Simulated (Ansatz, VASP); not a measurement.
**One calculation of TiAl, two programs**

```
CELL_PARAMETERS angstrom
3.15647 0.00000 0.00000
0.00000 3.15647 0.00000
0.00000 0.00000 3.15647
ATOMIC_POSITIONS crystal
Ti 0.00000 0.00000 0.00000
Al 0.49604 0.50000 0.50000
```

Change from the starting cell: all Al atoms moved +0.013 Å, as atom 2 towards its neighbour atom 2 (Al) at 3.156 Å.

Alike in both runs: task single point; functional PBEsol; k mesh 20 × 20 × 20; occupations gaussian, width 0.15 eV; no spin polarisation.

|  | VASP | Ansatz |
| --- | --- | --- |
| version | VASP 6.6.1 | Ansatz 0.2.0 |
| potentials or method | VASP PAW PBE potentials, release 64 (Ti_sv, Al), cutoff 520 eV | scalar-relativistic, plane waves, PAW |
| valence electrons in the cell | 15 | 15 |

|  | VASP | Ansatz | Ansatz less VASP |
| --- | --- | --- | --- |
| gap on the k mesh at the Fermi level (eV) | none | none | - |
| pressure (GPa) | 0.1 | 0.0 | -0.05 |
| rms of the force components (eV/Å) | 0.048 | 0.048 | -0.0001 |

VASP's potentials were made for PBE, not for PBEsol. Atom by atom the forces differ by 0.000 eV/Å (rms over components). A gap of «none» marks a metal or a gap that the smearing closes. With one functional, cell and mesh, what is left measures potentials, basis and numerics.
